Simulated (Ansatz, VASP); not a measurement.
## MgH2: VASP beside Ansatz

```
CELL_PARAMETERS angstrom
4.50000 0.00000 0.00000
0.00000 4.50000 0.00000
0.00000 0.00000 3.00000
ATOMIC_POSITIONS crystal
Mg 0.00000 0.00000 0.00000
Mg 0.50000 0.50000 0.50000
H 0.30500 0.30500 0.00000
H 0.69500 0.69500 0.00000
H 0.19500 0.80500 0.50000
H 0.80500 0.19500 0.50000
```

Alike in both runs: task relaxation of cell and atoms; functional LDA; k mesh 6 × 6 × 10; occupations gaussian, width 0.02 eV; no spin polarisation.

|  | VASP | Ansatz |
| --- | --- | --- |
| version | VASP 6.6.1 | Ansatz 0.2.0 |
| potentials or method | VASP PAW LDA potentials, release 64 (Mg, H) | scalar-relativistic, plane waves, PAW |
| plane-wave cutoff (eV) | 600 | 420 |
| valence electrons in the cell | 8 | 24 |

```csv
,VASP,Ansatz,Ansatz less VASP
"gap on the k mesh at the Fermi level, each at its own relaxed structure (eV)",3.51,3.51,-0.004
relaxed volume (Å³/atom),9.65,9.72,+0.075
relaxed length of the cell vector where the two differ most in proportion (Å),4.415,4.429,+0.0143
```

LDA's correlation is that of Perdew and Zunger in VASP and of Perdew and Wang (1992) in Ansatz. VASP's potentials hold 8 valence electrons a cell and Ansatz's 24, so a difference there can come from the potentials and not from the codes.
